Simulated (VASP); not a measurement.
Runs of VASP 6.6.1 on CaSe. The structure is that of space group P6_3/mmc (No. 194), or close to it. The cells are those of the table. 

| level | cell | k mesh | gap on the mesh (eV) | pressure (GPa) |
| --- | --- | --- | --- | --- |
| r2SCAN | a = 4.132, b = 4.132, c = 7.163 Å, angles 90.0, 90.0, 120.0°, 4 atoms | 6 × 6 × 4 | 2.69 | 0.2 |
| PBE | a = 4.065, b = 4.065, c = 7.052 Å, angles 90.0, 90.0, 120.0°, 4 atoms | 6 × 6 × 4 | 2.11 | (a) |
| r2SCAN | a = 4.213, b = 4.213, c = 7.303 Å, angles 90.0, 90.0, 120.0°, 4 atoms | 6 × 6 × 4 | 2.77 | -2.5 |
| PBE | a = 4.108, b = 4.108, c = 7.126 Å, angles 90.0, 90.0, 120.0°, 4 atoms | 6 × 6 × 4 | (c) | 1.7 |
| PBE | a = 4.231, b = 4.231, c = 7.340 Å, angles 90.0, 90.0, 120.0°, 4 atoms | 6 × 6 × 4 | 2.30 | -2.4 |
| r2SCAN | a = 4.132, b = 4.132, c = 7.163 Å, angles 90.0, 90.0, 120.0°, 4 atoms | 12 × 12 × 4 | 2.69 | 0.2 |
| PBE | a = 4.132, b = 4.132, c = 7.163 Å, angles 90.0, 90.0, 120.0°, 4 atoms | 12 × 12 × 4 | 2.20 | (b) |
| r2SCAN | a = 4.173, b = 4.173, c = 7.233 Å, angles 90.0, 90.0, 120.0°, 4 atoms | 6 × 6 × 4 | 2.73 | -1.2 |

Alike in all rows: task single point; potentials or basis VASP PAW PBE potentials, release 64 (Ca_sv, Se); no spin polarisation; cutoff (eV) 520; smearing gaussian 0.01 eV.

Task: Fill in the values left out.

Result: (a) 3.5; (b) 0.8; (c) 2.17.

Caveats: the PAW data sets were made with another functional, which shifts forces and pressure a little (some runs).

A k mesh can miss the band edges, and the runs leave out spin-orbit coupling on Se.
